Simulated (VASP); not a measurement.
# In (Immm) in VASP: further runs

Runs on In. Level: PBEsol. Tasks: single point.

All numbers are computed with VASP 6.6.1; they aren't measurements. Logs are shortened: lines on timing, memory, paths and dates and some standing lists are left out, and cuts for length are marked.

## 1. The cell of the first run

It takes space group Immm (No. 71, orthorhombic). The conventional cell has a = 3.187 Å, b = 3.252 Å, c = 4.948 Å, α = 90.00°, β = 90.00°, γ = 90.00°. In (site symmetry mmm) has 12 In at 3.19 to 3.36 Å within 4.2 Å.

## 2. Single point, PBEsol (strain -0.0200 x Voigt [1, 0, 0, 0, 0, 0])

INCAR reads:

```
SYSTEM = In
PREC = Accurate
ENCUT = 520
EDIFF = 1E-6
ISMEAR = 0
SIGMA = 0.15
LREAL = .FALSE.
LASPH = .TRUE.
NELM = 100
ALGO = Fast
ISIF = 2
LWAVE = .FALSE.
LCHARG = .FALSE.
GGA = PS
NBANDS = 12
```

KPOINTS reads:

```
Automatic mesh
0
G
  20 20 20
  0 0 0
```

POSCAR reads:

```
In
1.0
   -1.5936270000      1.6261500000      2.4739500000
    1.5936270000     -1.6261500000      2.4739500000
    1.5936270000      1.6261500000     -2.4739500000
In
1
Direct
    0.0000000000      0.0000000000      0.0000000000
```

Potentials or basis: VASP PAW PBE potentials, release 64 (In_d).

Started as:

```console
cat potpaw_PBE.64/In_d/POTCAR > POTCAR
mpirun -np 1 vasp_std > vasp.out
```

OUTCAR:

```text
SYSTEM = In
   PREC = Accurate
   ENCUT = 520
   EDIFF = 1E-6
   ISMEAR = 0
   LREAL = .FALSE.
   LASPH = .TRUE.
   NELM = 100
   ISIF = 2
   GGA = PS

 ion  position               nearest neighbor table
   1  0.000  0.000  0.000-

  LATTYP: Found a body centered orthorhombic cell.
 ALAT       =     3.1872540000
 B/A-ratio  =     1.0204081633
 C/A-ratio  =     1.5524021619

  Lattice vectors:

 A1 = (  -1.5936270000,   1.6261500000,   2.4739500000)
 A2 = (   1.5936270000,  -1.6261500000,   2.4739500000)
 A3 = (   1.5936270000,   1.6261500000,  -2.4739500000)

Analysis of symmetry for initial positions (statically):
=====================================================================
 Subroutine PRICEL returns:
 Original cell was already a primitive cell.

 Routine SETGRP: Setting up the symmetry group for a
 body centered orthorhombic supercell.

 Subroutine GETGRP returns: Found  8 space group operations
 (whereof  8 operations were pure point group operations)
 out of a pool of  8 trial point group operations.

The static configuration has the point symmetry D_2h.

Analysis of symmetry for dynamics (positions and initial velocities):
=====================================================================
 Subroutine PRICEL returns:
 Original cell was already a primitive cell.

 Routine SETGRP: Setting up the symmetry group for a
 body centered orthorhombic supercell.

 Subroutine GETGRP returns: Found  8 space group operations
 (whereof  8 operations were pure point group operations)
 out of a pool of  8 trial point group operations.

The dynamic configuration has the point symmetry D_2h.

 Subroutine INISYM returns: Found  8 space group operations
 (whereof  8 operations are pure point group operations),
 and found     1 'primitive' translations

----------------------------------------------------------------------------------------

                                     Primitive cell

  volume of cell :      25.6447

  direct lattice vectors                    reciprocal lattice vectors
    -1.593627000  1.626150000  2.473950000     0.000000000  0.307474710  0.202105944
     1.593627000 -1.626150000  2.473950000     0.313749704  0.000000000  0.202105944
     1.593627000  1.626150000 -2.473950000     0.313749704  0.307474710  0.000000000

  length of vectors
     3.362207525  3.362207525  3.362207525     0.367950418  0.373209980  0.439294405

  position of ions in fractional coordinates (direct lattice)
     0.000000000  0.000000000  0.000000000

  ion indices of the primitive-cell ions
   primitive index   ion index
                 1           1

----------------------------------------------------------------------------------------

 KPOINTS: Automatic mesh

Automatic generation of k-mesh.
 Grid dimensions read from file:
 generate k-points for:   20   20   20

 Generating k-lattice:

  Cartesian coordinates                     Fractional coordinates (reciprocal lattice)
     0.000000000  0.015373736  0.010105297     0.050000000  0.000000000 -0.000000000
     0.015687485  0.000000000  0.010105297     0.000000000  0.050000000 -0.000000000
     0.015687485  0.015373736  0.000000000     0.000000000 -0.000000000  0.050000000

  Length of vectors
     0.018397521  0.018660499  0.021964720

  Shift w.r.t. Gamma in fractional coordinates (k-lattice)
     0.000000000  0.000000000  0.000000000

 Subroutine IBZKPT returns following result:
 ===========================================

 Found   1166 irreducible k-points:

 Following reciprocal coordinates:
            Coordinates               Weight
  0.000000  0.000000  0.000000      1.000000
  0.050000  0.000000 -0.000000      4.000000
  0.100000 -0.000000  0.000000      4.000000
  0.150000  0.000000  0.000000      4.000000
  0.200000 -0.000000  0.000000      4.000000
  0.250000  0.000000  0.000000      4.000000
[... 16 lines left out ...]
 -0.450000  0.050000 -0.000000      8.000000
 -0.400000  0.050000  0.000000      8.000000
 [... further k-points ...]
   k-points           NKPTS =   1166   k-points in BZ     NKDIM =   1166   number of bands    NBANDS=     12
   number of dos      NEDOS =    301   number of ions     NIONS =      1
   total plane-waves  NPLWV =  21952
   dimension x,y,z NGX =    28 NGY =   28 NGZ =   28
   dimension x,y,z NGXF=    56 NGYF=   56 NGZF=   56
   ions per type =               1
   NGX,Y,Z   is equivalent  to a cutoff of  13.84, 13.84, 13.84 a.u.
   NGXF,Y,Z  is equivalent  to a cutoff of  27.69, 27.69, 27.69 a.u.
 SYSTEM =  In
   PREC   = accura    normal or accurate (medium, high low for compatibility)
   ISTART =      0    job   : 0-new  1-cont  2-samecut
   ICHARG =      2    charge: 1-file 2-atom 10-const
   ISPIN  =      1    spin polarized calculation?
   LNONCOLLINEAR =      F non collinear calculations
   LSORBIT =      F    spin-orbit coupling
   LASPH  =      T    aspherical Exc in radial PAW
   ENCUT  =  520.0 eV  38.22 Ry    6.18 a.u.   6.25  6.25  6.25*2*pi/ulx,y,z
   NELM   =    100;   NELMIN=  2; NELMDL= -5     # of ELM steps
   EDIFF  = 0.1E-05   stopping-criterion for ELM
   LREAL  =      F    real-space projection
[... 7 lines left out ...]
   TEBEG  =    0.0;   TEEND  =   0.0 temperature during run
   PSTRESS=    0.0 pullay stress
   NELECT =      13.0000    total number of electrons
   NUPDOWN=      -1.0000    fix difference up-down
   EMIN   =  10.00;   EMAX   =-10.00  energy-range for DOS
   EFERMI =   0.00;   METHOD = LEGACY
   ISMEAR =     0;   SIGMA  =   0.15  broadening in eV -4-tet -1-fermi 0-gaus
   EFERMI_NEDOS =   21; number of points for ismear=-14 and -15
   IALGO  =     68    algorithm
   IMIX   =      4    mixing-type and parameters
     AMIX     =   0.40;   BMIX     =  1.00
     AMIX_MAG =   1.60;   BMIX_MAG =  1.00
  volume/ion in A,a.u.               =      25.64       173.06
  Fermi-wavevector in a.u.,A,eV,Ry     =   1.305339  2.466732 23.183091  1.703909
  Thomas-Fermi vector in A             =   2.436214
   LORBIT       =      0    0 simple, 1 ext, 2 COOP (PROOUT), +10 PAW based schemes
   GGA     = PS    functional components
   LHFCALC =     F    Hartree Fock is set to
   AEXX    =    0.0000 exact exchange contribution
   IVDW    =     0    specifies the selected vdW correction
   LEPSILON=     F    determine dielectric tensor
   LRPA    =     F    only Hartree local field effects (RPA)
 non-spin polarized calculation
 RMM-DIIS sequential band-by-band and
 Gauss-broadening in eV      SIGMA  =   0.15
  energy-cutoff  :      520.00
  volume of cell :       25.64
 maximum number of plane-waves:       705
 NGX is ok and might be reduce to    28
   NGX = 13   NGY = 13   NGZ = 13

 number of electron      13.0000003 magnetization

 Free energy of the ion-electron system (eV)
  ---------------------------------------------------
  ext. energy  EPLUGINS =         0.00000000
  ---------------------------------------------------
  free energy    TOTEN  =        -2.98582362 eV

  energy without entropy =       -2.98069741  energy(sigma->0) =       -2.98326051

 E-fermi :   7.5814     XC(G=0): -10.5002

 val. band max:        7.5797095257   @ k =   0.2500   0.2500   0.2500
 cond. band min:       7.5865851660   @ k =   0.5000   0.3000  -0.0000
 fundamental gap:      0.0068756403
 Fermi energy:         7.5814489024

 k-point     1 :       0.0000    0.0000    0.0000
  band No.  band energies     occupation
      1      -7.0719      2.00000
      2      -6.9541      2.00000
      3      -6.9271      2.00000
      4      -6.8662      2.00000
      5      -6.7412      2.00000
      6      -2.1217      2.00000
      7      17.9751      0.00000
      8      18.3861      0.00000
      9      18.5904      0.00000
     10      19.3223      0.00000
     11      21.5718      0.00000
     12      21.6837      0.00000

 k-point     2 :       0.0500    0.0000   -0.0000
  band No.  band energies     occupation
      1      -7.0685      2.00000
      2      -6.9541      2.00000
      3      -6.9230      2.00000
      4      -6.8649      2.00000
      5      -6.7428      2.00000
      6      -2.0668      2.00000
      7      17.2767      0.00000
      8      18.1009      0.00000
      9      18.5182      0.00000
     10      19.2731      0.00000
     11      21.8461      0.00000
     12      22.3059      0.00000

 k-point     3 :       0.1000   -0.0000    0.0000
  band No.  band energies     occupation
      1      -7.0601      2.00000
      2      -6.9552      2.00000
      3      -6.9118      2.00000
      4      -6.8592      2.00000
      5      -6.7468      2.00000
      6      -1.9013      2.00000
      7      15.7034      0.00000
      8      17.6996      0.00000
      9      18.3345      0.00000
     10      19.2478      0.00000
     11      21.7414      0.00000
     12      22.4150      0.00000

 k-point     4 :       0.1500    0.0000    0.0000
  band No.  band energies     occupation
      1      -7.0508      2.00000
      2      -6.9601      2.00000
      3      -6.8969      2.00000
      4      -6.8440      2.00000
      5      -6.7504      2.00000
      6      -1.6234      2.00000
      7      13.9789      0.00000
      8      17.2269      0.00000
      9      18.1014      0.00000
     10      19.2329      0.00000
     11      21.0954      0.00000
     12      23.2244      0.00000

 k-point     5 :       0.2000   -0.0000    0.0000
  band No.  band energies     occupation
      1      -7.0449      2.00000
      2      -6.9706      2.00000
      3      -6.8840      2.00000
      4      -6.8159      2.00000
      5      -6.7488      2.00000
      6      -1.2311      2.00000
      7      12.2654      0.00000
      8      16.7403      0.00000
      9      17.8666      0.00000
     10      19.2124      0.00000
     11      20.5051      0.00000
     12      23.4195      0.00000
[... 228 lines left out ...]
      1      -7.0578      2.00000
      2      -7.0346      2.00000
      3      -6.9098      2.00000
      4      -6.6597      2.00000
      5      -6.6335      2.00000
      6       2.7523      2.00000
      7       4.6133      2.00000
      8      14.9586      0.00000
      9      16.5737      0.00000
     10      18.5282      0.00000
     11      19.1411      0.00000
     12      21.6913      0.00000

 k-point    22 :       0.5000    0.0500    0.0000
  band No.  band energies     occupation
      1      -7.0582      2.00000
      2      -7.0355      2.00000
      3      -6.9113      2.00000
      4      -6.6613      2.00000
      5      -6.6267      2.00000
      6       3.0725      2.00000
      7       4.2502      2.00000
      8      14.8587      0.00000
      9      16.6965      0.00000
     10      18.4447      0.00000
     11      19.2224      0.00000
     12      21.8384      0.00000

 k-point    23 :      -0.4500    0.0500   -0.0000
  band No.  band energies     occupation
      1      -7.0547      2.00000
      2      -7.0317      2.00000
      3      -6.9081      2.00000
      4      -6.6737      2.00000
      5      -6.6345      2.00000
      6       2.1858      2.00000
      7       5.3103      2.00000
      8      14.8589      0.00000
      9      16.8471      0.00000
     10      18.4948      0.00000
     11      19.3806      0.00000
     12      21.9460      0.00000

 k-point    24 :      -0.4000    0.0500    0.0000
  band No.  band energies     occupation
      1      -7.0477      2.00000
      2      -7.0238      2.00000
      3      -6.9009      2.00000
      4      -6.6953      2.00000
      5      -6.6556      2.00000
      6       1.2739      2.00000
      7       6.6112      2.00000
      8      14.9596      0.00000
      9      16.9985      0.00000
     10      18.6965      0.00000
     11      19.6185      0.00000
     12      21.8604      0.00000

 [... further k-points ...]

------------------------ aborting loop because EDIFF is reached ----------------------------------------

  FORCE on cell =-STRESS in cart. coord.  units (eV):
  Direction    XX          YY          ZZ          XY          YZ          ZX
  --------------------------------------------------------------------------------------
  -------------------------------------------------------------------------------------
  Total        0.0234965     -0.0221665     -0.0383752      0.0000000      0.0000000      0.0000000
  in kB        1.4679672     -1.3848717     -2.3975225      0.0000000      0.0000000      0.0000000
  external PRESSURE =      -0.7714757 kB  Pullay stress =       0.0000000 kB

 VOLUME and BASIS-vectors are now :
 -----------------------------------------------------------------------------
  energy-cutoff  :      520.00
  volume of cell :       25.64
      direct lattice vectors                 reciprocal lattice vectors
    -1.593627000  1.626150000  2.473950000     0.000000000  0.307474710  0.202105944
     1.593627000 -1.626150000  2.473950000     0.313749704  0.000000000  0.202105944
     1.593627000  1.626150000 -2.473950000     0.313749704  0.307474710  0.000000000

 POSITION                                       TOTAL-FORCE (eV/Angst)
 -----------------------------------------------------------------------------------
      0.00000      0.00000      0.00000         0.000000     -0.000000     -0.000000
 -----------------------------------------------------------------------------------
    total drift:                               -0.000000     -0.000000     -0.000000

  FREE ENERGIE OF THE ION-ELECTRON SYSTEM (eV)
  ---------------------------------------------------
  free  energy   TOTEN  =        -2.9858236214 eV

  energy  without entropy=       -2.9806974055  energy(sigma->0) =       -2.98326051
```

Wall time 11 min (1 thread of Intel Xeon 8259CL, shared host); peak memory 0.44 GiB.

What came out:

| Quantity | Value |
| --- | --- |
| Free energy | -2.9858 eV |
| Pressure | -0.1 GPa |
| Band gap on the k mesh | zero (an odd number of electrons rules out a gap without spin polarisation) |

Stress tensor (GPa, compression positive):
```
 0.15  0.00  0.00
 0.00 -0.14  0.00
 0.00  0.00 -0.24
```

Caveat: the cell differs from its parent crystal (strain -0.0200 x Voigt [1, 0, 0, 0, 0, 0]); the PAW data sets were made with another functional, which shifts forces and pressure a little; spin-orbit coupling is left out, which moves the levels of the heavy elements.

## 3. Single point, PBEsol (strain -0.0150 x Voigt [1, 0, 0, 0, 0, 0])

INCAR reads:

```
SYSTEM = In
PREC = Accurate
ENCUT = 520
EDIFF = 1E-6
ISMEAR = 0
SIGMA = 0.15
LREAL = .False.
LASPH = .True.
NELM = 60
ALGO = Fast
ISIF = 2
LWAVE = .False.
LCHARG = .True.
GGA = PS
LELF = .True.
LVHAR = .True.
NBANDS = 12
```

KPOINTS reads:

```
regular mesh
0
Gamma
  20 20 20
  0 0 0
```

POSCAR reads:

```
In
1.0
   -1.6017577500      1.6261500000      2.4739500000
    1.6017577500     -1.6261500000      2.4739500000
    1.6017577500      1.6261500000     -2.4739500000
In
1
Direct
    0.0000000000      0.0000000000      0.0000000000
```

Potentials or basis: VASP PAW PBE potentials, release 64 (In_d).

Started as:

```console
cat potpaw_PBE.64/In_d/POTCAR > POTCAR
mpirun -np 1 vasp_std > vasp.out
```

Wall time 11 min (1 thread of Intel Xeon 8259CL, shared host); peak memory 0.45 GiB.

Results (log left out):

- Free energy: -2.9859 eV
- Pressure: -0.3 GPa
- Band gap on the k mesh: zero (an odd number of electrons rules out a gap without spin polarisation)

Stress tensor (GPa, compression positive):
```
-0.12  0.00  0.00
 0.00 -0.29  0.00
 0.00  0.00 -0.46
```

Levels at points of the mesh, in eV from the Fermi level:
| k point | band 2 | band 3 | band 4 | band 5 | band 6 | band 7 | band 8 | band 9 | band 10 | band 11 |
| --- | --- | --- | --- | --- | --- | --- | --- | --- | --- | --- |
| (0.00, 0.00, 0.00) | -14.53 | -14.51 | -14.44 | -14.32 | -9.67 | 10.43 | 10.79 | 10.88 | 11.69 | 14.02 |
| (0.50, 0.00, 0.00) | -14.61 | -14.49 | -14.23 | -14.20 | -4.41 | -3.48 | 7.49 | 9.48 | 11.31 | 11.36 |
| (0.00, 0.50, 0.00) | -14.59 | -14.51 | -14.24 | -14.18 | -4.23 | -3.42 | 7.51 | 9.17 | 11.07 | 11.47 |
| (0.50, 0.50, 0.00) | -14.70 | -14.23 | -14.22 | -14.12 | -1.98 | -1.58 | 3.49 | 3.96 | 7.06 | 7.39 |
| (0.50, 0.50, 0.50) | -14.69 | -14.22 | -14.19 | -14.18 | -3.01 | -2.78 | 4.61 | 5.05 | 8.12 | 8.57 |

Caveat: the cell differs from its parent crystal (strain -0.0150 x Voigt [1, 0, 0, 0, 0, 0]); the PAW data sets were made with another functional, which shifts forces and pressure a little; spin-orbit coupling is left out, which moves the levels of the heavy elements.

## 4. Single point, PBEsol (strain -0.0100 x Voigt [1, 0, 0, 0, 0, 0])

INCAR reads:

```
SYSTEM = In
PREC = Accurate
ENCUT = 520
EDIFF = 1E-6
ISMEAR = 0
SIGMA = 0.15
LREAL = .FALSE.
LASPH = .TRUE.
NELM = 60
ALGO = Fast
ISIF = 2
LWAVE = .FALSE.
LCHARG = .FALSE.
GGA = PS
NBANDS = 12
```

KPOINTS reads:

```
regular mesh
0
G
  20 20 20
  0 0 0
```

POSCAR reads:

```
In
1.0
   -1.6098885000      1.6261500000      2.4739500000
    1.6098885000     -1.6261500000      2.4739500000
    1.6098885000      1.6261500000     -2.4739500000
In
1
Direct
    0.0000000000      0.0000000000      0.0000000000
```

Started as:

```console
cat potpaw_PBE.64/In_d/POTCAR > POTCAR
mpirun -np 1 vasp_std > vasp.out
```

Wall time 11 min (1 thread of Intel Xeon 8259CL, shared host); peak memory 0.45 GiB.

Results (log left out):

| Item | Value |
| --- | --- |
| Free energy | -2.9857 eV |
| Pressure | -0.5 GPa |
| Band gap on the k mesh | zero (an odd number of electrons rules out a gap without spin polarisation) |

Stress tensor (GPa, compression positive):
```
-0.40  0.00  0.00
 0.00 -0.50  0.00
 0.00  0.00 -0.71
```

Levels at points of the mesh, in eV from the Fermi level:
```tsv
k point	band 4	band 5	band 6	band 7	band 8	band 9
(0.00, 0.00, 0.00)	-14.43	-14.32	-9.63	10.46	10.76	10.77
(0.50, 0.00, 0.00)	-14.23	-14.20	-4.38	-3.44	7.51	9.37
(0.00, 0.50, 0.00)	-14.23	-14.18	-4.26	-3.41	7.52	9.16
(0.50, 0.50, 0.00)	-14.21	-14.12	-1.98	-1.61	3.50	3.96
(0.50, 0.50, 0.50)	-14.18	-14.18	-2.99	-2.74	4.64	4.93
```

Caveat: the cell differs from its parent crystal (strain -0.0100 x Voigt [1, 0, 0, 0, 0, 0]); the PAW data sets were made with another functional, which shifts forces and pressure a little; spin-orbit coupling is left out, which moves the levels of the heavy elements.

## 5. Overview

| cell | gap on the mesh (eV) | pressure (GPa) |
| --- | --- | --- |
| a = 3.362 Å, angles 123.4, 122.2, 85.2°, 1 atom | none | -0.1 |
| a = 3.366 Å, angles 123.2, 122.2, 85.4°, 1 atom | none | -0.3 |
| a = 3.370 Å, angles 122.9, 122.3, 85.5°, 1 atom | none | -0.5 |

Alike in all rows: task single point; level PBEsol; potentials or basis VASP PAW PBE potentials, release 64 (In_d); no spin polarisation; k mesh 20 × 20 × 20; cutoff (eV) 520; smearing gaussian 0.15 eV.

Caveats: the PAW data sets were made with another functional, which shifts forces and pressure a little; spin-orbit coupling is left out, which moves the levels of the heavy elements.

Absolute energies hang on the potentials; compare differences alone.
